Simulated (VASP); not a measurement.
# InGa3P4 (Cmmm) in VASP: notebook, part 2 of 2

VASP 6.6.1. Earlier steps stand in the parts before.

## 3. Single point, PBE

This run uses another cell than the first one, of 18.20 Å³/atom.

Contents of INCAR:

```
SYSTEM = InGa3P4
PREC = Accurate
ENCUT = 520
EDIFF = 1E-6
ISMEAR = 0
SIGMA = 0.1
LREAL = .FALSE.
LASPH = .TRUE.
NELM = 80
ALGO = Normal
ISIF = 2
LWAVE = .FALSE.
LCHARG = .FALSE.
GGA = PE
NBANDS = 46
```

Contents of KPOINTS:

```
Automatic mesh
0
G
  6 6 10
  0 0 0
```

Contents of POSCAR:

```
InGa3P4
1.0
    3.7245052087     -5.2677473264      0.0000000000
    3.7245052087      5.2677473264      0.0000000000
    0.0000000000      0.0000000000      3.7105891657
In Ga P
1 3 4
Direct
    0.0000000000      0.0000000000      0.5000000000
    0.0000000000      0.5000000000      0.0000000000
    0.5000000000      0.5000000000      0.5000000000
    0.5000000000      0.0000000000      0.0000000000
    0.7342517250      0.7342517250      0.0000000000
    0.7428267712      0.2571732288      0.5000000000
    0.2571732288      0.7428267712      0.5000000000
    0.2657482750      0.2657482750      0.0000000000
```

Potentials or basis: VASP PAW PBE potentials, release 64 (In_d, Ga_d, P).

Run with:

```console
cat potpaw_PBE.64/In_d/POTCAR potpaw_PBE.64/Ga_d/POTCAR potpaw_PBE.64/P/POTCAR > POTCAR
mpirun -np 1 vasp_std > vasp.out
```

OUTCAR:

```text
SYSTEM = InGa3P4
   PREC = Accurate
   ENCUT = 520
   EDIFF = 1E-6
   ISMEAR = 0
   LREAL = .FALSE.
   LASPH = .TRUE.
   NELM = 80
   ISIF = 2
   GGA = PE

 ion  position               nearest neighbor table
   1  0.000  0.000  0.500-   6 2.71   7 2.71   5 2.71   8 2.71   5 2.71   8 2.71
   2  0.000  0.500  0.000-   6 2.63   7 2.63   6 2.63   7 2.63   5 2.64   8 2.64
   3  0.500  0.500  0.500-   5 2.55   8 2.55   5 2.55   8 2.55   7 2.56   6 2.56
   4  0.500  0.000  0.000-   6 2.63   7 2.63   6 2.63   7 2.63   5 2.64   8 2.64
   5  0.734  0.734  0.000-   3 2.55   3 2.55   4 2.64   2 2.64   1 2.71   1 2.71
   6  0.743  0.257  0.500-   3 2.56   2 2.63   4 2.63   2 2.63   4 2.63   1 2.71
   7  0.257  0.743  0.500-   3 2.56   2 2.63   4 2.63   2 2.63   4 2.63   1 2.71
   8  0.266  0.266  0.000-   3 2.55   3 2.55   4 2.64   2 2.64   1 2.71   1 2.71

  LATTYP: Found a base centered orthorhombic cell.
 ALAT       =     7.4490104174
 B/A-ratio  =     1.4143482238
 C/A-ratio  =     0.4981318266

  Lattice vectors:

 A1 = (   3.7245052087,  -5.2677473264,   0.0000000000)
 A2 = (   3.7245052087,   5.2677473264,   0.0000000000)
 A3 = (   0.0000000000,   0.0000000000,   3.7105891657)

Analysis of symmetry for initial positions (statically):
=====================================================================
 Subroutine PRICEL returns:
 Original cell was already a primitive cell.

 Routine SETGRP: Setting up the symmetry group for a
 base centered orthorhombic supercell.

 Subroutine GETGRP returns: Found  8 space group operations
 (whereof  8 operations were pure point group operations)
 out of a pool of  8 trial point group operations.

The static configuration has the point symmetry D_2h.

Analysis of symmetry for dynamics (positions and initial velocities):
=====================================================================
 Subroutine PRICEL returns:
 Original cell was already a primitive cell.

 Routine SETGRP: Setting up the symmetry group for a
 base centered orthorhombic supercell.

 Subroutine GETGRP returns: Found  8 space group operations
 (whereof  8 operations were pure point group operations)
 out of a pool of  8 trial point group operations.
[... 141 lines left out ...]
   IVDW    =     0    specifies the selected vdW correction
   LEPSILON=     F    determine dielectric tensor
   LRPA    =     F    only Hartree local field effects (RPA)
 non-spin polarized calculation
 Gauss-broadening in eV      SIGMA  =   0.10
  energy-cutoff  :      520.00
  volume of cell :      145.60
 maximum number of plane-waves:      3942
   NGX = 23   NGY = 23   NGZ = 13

 number of electron      72.0000023 magnetization

 Free energy of the ion-electron system (eV)
  ---------------------------------------------------
  ext. energy  EPLUGINS =         0.00000000
  ---------------------------------------------------
  free energy    TOTEN  =       -32.71200086 eV

  energy without entropy =      -32.68995518  energy(sigma->0) =      -32.70097802

 E-fermi :   6.5996     XC(G=0): -10.8018

 val. band max:        6.5952469123   @ k =   0.1667   0.1667   0.1000
 cond. band min:       6.5998065637   @ k =   0.3333   0.1667   0.0000
 fundamental gap:      0.0045596514
 Fermi energy:         6.5995647697

 k-point     1 :       0.0000    0.0000    0.0000
  band No.  band energies     occupation
      1      -8.2241      2.00000
      2      -8.0856      2.00000
      3      -8.0702      2.00000
      4      -8.0617      2.00000
      5      -8.0601      2.00000
      6      -8.0462      2.00000
[... 1165 lines left out ...]
     45      12.1184      0.00000
     46      12.5077      0.00000

 [... further k-points ...]

------------------------ aborting loop because EDIFF is reached ----------------------------------------

  FORCE on cell =-STRESS in cart. coord.  units (eV):
  Direction    XX          YY          ZZ          XY          YZ          ZX
  --------------------------------------------------------------------------------------
  -------------------------------------------------------------------------------------
  Total        0.0190605      0.0154216      0.0148491     -0.0000000      0.0000000      0.0000000
  in kB        0.2097386      0.1696964      0.1633976     -0.0000000      0.0000000      0.0000000
  external PRESSURE =       0.1809442 kB  Pullay stress =       0.0000000 kB

 VOLUME and BASIS-vectors are now :
 -----------------------------------------------------------------------------
  energy-cutoff  :      520.00
  volume of cell :      145.60
      direct lattice vectors                 reciprocal lattice vectors
     3.724505209 -5.267747326  0.000000000     0.134246020 -0.094917233  0.000000000
     3.724505209  5.267747326  0.000000000     0.134246020  0.094917233  0.000000000
     0.000000000  0.000000000  3.710589166     0.000000000  0.000000000  0.269498981

 POSITION                                       TOTAL-FORCE (eV/Angst)
 -----------------------------------------------------------------------------------
      0.00000      0.00000      1.85529         0.000000      0.000000     -0.000000
      1.86225      2.63387      0.00000         0.000000      0.000000     -0.000000
      3.72451      0.00000      1.85529        -0.000000      0.000000     -0.000000
      1.86225     -2.63387      0.00000         0.000000      0.000000     -0.000000
      5.46945      0.00000      0.00000        -0.002046      0.000000     -0.000000
      3.72451     -2.55830      1.85529         0.000000      0.005170     -0.000000
      3.72451      2.55830      1.85529         0.000000     -0.005170      0.000000
      1.97956      0.00000      0.00000         0.002046      0.000000     -0.000000
 -----------------------------------------------------------------------------------
    total drift:                                0.000000      0.000000      0.000000

  FREE ENERGIE OF THE ION-ELECTRON SYSTEM (eV)
  ---------------------------------------------------
  free  energy   TOTEN  =       -32.7120008587 eV

  energy  without entropy=      -32.6899551791  energy(sigma->0) =      -32.70097802
```

OSZICAR:

```text
N       E                     dE             d eps       ncg     rms          rms(c)
DAV:   1     0.675104037521E+03    0.67510E+03   -0.32576E+04  7552   0.232E+03
DAV:   2     0.805981272722E+02   -0.59451E+03   -0.57439E+03  7432   0.608E+02
DAV:   3    -0.261513744957E+02   -0.10675E+03   -0.10358E+03  8170   0.195E+02
DAV:   4    -0.332725533650E+02   -0.71212E+01   -0.69644E+01  9190   0.482E+01
DAV:   5    -0.335375342506E+02   -0.26498E+00   -0.26419E+00 10436   0.963E+00    0.841E+00
DAV:   6    -0.327297576385E+02    0.80778E+00   -0.19547E+00 10336   0.153E+01    0.482E+00
DAV:   7    -0.327144448610E+02    0.15313E-01   -0.57504E-01 10970   0.432E+00    0.187E+00
DAV:   8    -0.327115520021E+02    0.28929E-02   -0.72747E-02  9712   0.289E+00    0.658E-01
DAV:   9    -0.327118223026E+02   -0.27030E-03   -0.87861E-03 10048   0.186E+00    0.209E-01
DAV:  10    -0.327119434985E+02   -0.12120E-03   -0.16257E-03 10088   0.628E-01    0.156E-01
DAV:  11    -0.327119995768E+02   -0.56078E-04   -0.55963E-04 10162   0.193E-01    0.397E-02
DAV:  12    -0.327119992708E+02    0.30598E-06   -0.68745E-05  9116   0.120E-01    0.213E-02
DAV:  13    -0.327120007813E+02   -0.15104E-05   -0.14978E-05  8570   0.500E-02    0.114E-02
DAV:  14    -0.327120008587E+02   -0.77458E-07   -0.33975E-06  6186   0.356E-02
   1 F= -.32712001E+02 E0= -.32700978E+02  d E =-.220457E-01
```

It took 4.7 min on 1 thread of AMD EPYC 9R45 (Zen 5), shared host; peak memory 0.5 GiB.

Results:

* Free energy: -32.7120 eV
* Pressure: 0.0 GPa
* Largest force: 0.005 eV/Å
* Band gap on the k mesh: zero (bands 36 and 37 overlap by 1.33 eV)

Forces in eV/Å, atoms in the order of the input:
```
In   0.000  0.000  0.000
Ga   0.000  0.000  0.000
Ga   0.000  0.000  0.000
Ga   0.000  0.000  0.000
P   -0.002  0.000  0.000
P    0.000  0.005  0.000
P    0.000 -0.005  0.000
P    0.002  0.000  0.000
```

Levels at points of the mesh, in eV from the Fermi level:
```tsv
k point	band 32	band 33	band 34	band 35	band 36	band 37	band 38	band 39	band 40	band 41
(0.00, 0.00, 0.00)	-0.11	-0.09	0.11	0.14	0.16	0.18	1.09	2.87	2.90	3.02
(0.50, 0.00, 0.00)	-1.44	-0.15	-0.08	-0.06	-0.04	0.20	0.47	2.96	3.26	4.68
(0.50, 0.50, 0.00)	-1.57	-1.47	-1.46	-0.13	-0.12	0.53	0.79	2.05	2.26	4.09
(0.00, 0.00, 0.50)	-4.33	-3.30	-3.17	-0.19	-0.10	1.99	2.25	2.27	2.67	3.98
(0.50, 0.00, 0.50)	-2.94	-1.81	-1.76	-1.45	-1.44	-0.14	0.34	0.37	0.50	5.56
(0.50, 0.50, 0.50)	-2.59	-2.58	-2.55	0.09	0.10	0.22	0.23	2.82	2.89	2.98
```

Caveat: spin-orbit coupling is left out, which moves the levels of the heavy elements.

The gap in the log of VASP goes by the Fermi energy; the results here count the filled bands.